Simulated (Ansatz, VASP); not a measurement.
## MgO in VASP and in Ansatz

```
Mg O
1.0
     2.93772    0.00000    0.00000
    -1.46886    2.54414    0.00000
     0.00000    0.00000    2.67979
Mg O
1 1
Direct
  0.00000 0.00000 0.00000
  0.33333 0.66667 0.50000
```

Alike in both runs: task single point; functional PBE; k mesh 12 × 12 × 8; occupations gaussian, width 0.05 eV; no spin polarisation.

|  | VASP | Ansatz |
| --- | --- | --- |
| version | VASP 6.6.1 | Ansatz 0.2.0 |
| potentials or method | VASP PAW PBE potentials, release 64 (Mg, O), cutoff 520 eV | scalar-relativistic, plane waves, PAW |
| valence electrons in the cell | 8 | 16 |

|  | VASP | Ansatz | Ansatz less VASP |
| --- | --- | --- | --- |
| gap on the k mesh at the Fermi level (eV) | 3.00 | 3.02 | +0.021 |
| least direct gap on the mesh (eV) | 3.40 | 3.42 | +0.018 |
| pressure (GPa) | -0.6 | 0.0 | +0.63 |
| traceless stress, the component that is largest in VASP (GPa) | -0.09 | -0.01 | +0.084 |

VASP's potentials hold 8 valence electrons a cell and Ansatz's 16, so a difference there can come from the potentials and not from the codes.
